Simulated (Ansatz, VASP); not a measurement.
**ZrSi3O8 in VASP and in Ansatz**

```xyz
12
Lattice="4.8387 -1.8111 0.0223 4.8387 1.8111 0.0223 -2.5637 0.0000 6.7938" Properties=species:S:1:pos:R:3 pbc="T T T"
Zr   -0.0935    0.0000    0.0534
Si    1.5945    0.0000    2.6225
Si   -1.1896    0.0000    3.4385
Si    0.0612    0.0000    5.8429
O     3.2480    0.0000    3.2882
O     1.8683    0.0000    0.7962
O    -0.1420    0.0000    2.0556
O     6.8111    0.0000    2.7858
O     1.6361    0.0000    6.4455
O     0.5132    0.0000    4.1259
O    -1.5114    0.0000    5.1476
O     5.0519    0.0000    6.0155
```

Alike in both runs: task single point; functional PBE; k mesh 8 × 8 × 4; occupations fermi-dirac, width 0.02 eV; no spin polarisation.

```csv
,VASP,Ansatz
version,VASP 6.6.1,Ansatz 0.2.0
potentials or method,"VASP PAW PBE potentials, release 64 (Zr_sv, Si, O)","plane waves, PAW"
plane-wave cutoff (eV),520,420
valence electrons in the cell,72,72
```

|  | VASP | Ansatz | Ansatz less VASP |
| --- | --- | --- | --- |
| gap on the k mesh at the Fermi level (eV) | 4.09 | 4.10 | +0.008 |
| pressure (GPa) | 6.9 | 6.6 | -0.31 |
| rms of the force components (eV/Å) | 0.084 | 0.083 | -0.0003 |

The functional is the same, so the differences come from potentials, cutoffs and numerics.
